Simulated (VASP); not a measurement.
Set up this calculation in VASP 6.6.1, as the native input.

```
Task                   : relaxation of cell and atoms
Functional             : PBE
Potentials or basis    : VASP PAW PBE potentials, release 64 (Na_pv, Ba_sv, F)
Cutoff                 : 600 eV
k mesh                 : 12 × 12 × 8
Occupations            : gaussian, width 0.1 eV
Spin                   : no spin polarisation
Dipole correction      : no
Further INCAR settings : ALGO = Normal; EDIFF = 1e-07; IBRION = 2; EDIFFG = -0.01; NSW = 100; ISIF = 3
```

The structure of BaNaF lies in POSCAR:

```
BaNaF
1.0
    4.4421971862      0.0000000000      0.0000000000
   -2.2210985931      3.8470556119      0.0000000000
    0.0000000000      0.0000000000      6.7221212626
Na Ba F
1 1 1
Direct
    0.0000000000      0.0000000000      0.0000000000
    0.3333333333      0.6666666667      0.5000000000
    0.6666666667      0.3333333333      0.5000000000
```

One way to write it, as run:

INCAR

```
SYSTEM = BaNaF
ALGO = Normal
EDIFF = 1E-7
EDIFFG = -0.01
ENCUT = 600
GGA = PE
IBRION = 2
ISIF = 3
ISMEAR = 0
LASPH = .TRUE.
LCHARG = .FALSE.
LREAL = .FALSE.
LWAVE = .FALSE.
NELM = 100
NSW = 100
PREC = Accurate
SIGMA = 0.1
```

KPOINTS

```
k-points
0
G
  12 12 8
  0 0 0
```

Potentials or basis: VASP PAW PBE potentials, release 64 (Na_pv, Ba_sv, F).

Launch:

```bash
$ cat potpaw_PBE.64/Na_pv/POTCAR potpaw_PBE.64/Ba_sv/POTCAR potpaw_PBE.64/F/POTCAR > POTCAR
$ mpirun -np 1 vasp_std > vasp.out
```

It gave:

```
Relaxed volume                         : 39.85 Å³/atom
Relaxed cell                           : a = 4.469 Å, b = 4.469 Å, c = 6.912 Å, α = 90.00°, β = 90.00°, γ = 120.00°
Space group after relaxing (to 0.05 Å) : P-6m2 (No. 187)
Energy gained by relaxing              : 1.6 meV/atom
Ionic steps                            : 6
Pressure after relaxing                : 0.0 GPa
Band gap on the k mesh                 : zero (band 12 reaches 1.31 eV, above the bottom of band 13 at 0.25 eV)
```

Caveat: spin-orbit coupling is left out, which moves the levels of the heavy elements.

Run time: 6.2 min on 1 thread of Intel(R) Xeon(R) 6975P-C (Granite Rapids), with other jobs on the host, peak memory 0.44 GiB.
